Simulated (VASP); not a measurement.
Input of a VASP 6.6.1 run:

INCAR

```
SYSTEM = Ti5Si
ALGO = Normal
EDIFF = 1E-6
ENCUT = 520
GGA = PE
ISIF = 2
ISMEAR = 0
LASPH = .True.
LCHARG = .False.
LREAL = .False.
LWAVE = .False.
NBANDS = 41
NELM = 100
PREC = Accurate
SIGMA = 0.1
```

File KPOINTS:

```
k-points
0
Gamma
  1 1 1
  0 0 0
```

POSCAR

```
Ti5Si
1.0
    2.5881446878      1.4632273258      4.4483080099
   -2.5230840997      1.4504458811      4.4155398125
    0.0214612383     -2.8797452988      4.4207959760
Ti Si
5 1
Direct
    0.1536244382      0.1798274727      0.1474436636
    0.6026145207      0.3887407449      0.0293315758
   -0.0331386840      0.6294481188      0.4008227114
    0.8265757420      0.8522278747      0.8467902262
    0.4015611026     -0.0222253565      0.6210530498
    0.5150708304      0.4990478380      0.4830431954
```

Potentials or basis: VASP PAW PBE potentials, release 64 (Ti_sv, Si).

Launch:

```sh
$ cat potpaw_PBE.64/Ti_sv/POTCAR potpaw_PBE.64/Si/POTCAR > POTCAR
$ mpirun -np 1 vasp_gam > vasp.out
```

(1) What does it give for the largest force?

(2) What does it give for the band gap on the k mesh?

(3) Predict the pressure.

## Answers

(1) 2.205 eV/Å.

(2) 0.12 eV.

(3) 4.3 GPa.

Caveat: the k points lie up to 1.53 Å⁻¹ apart; forces of over 1 eV/Å act on the atoms, so gaps and moduli don't describe the material at rest.
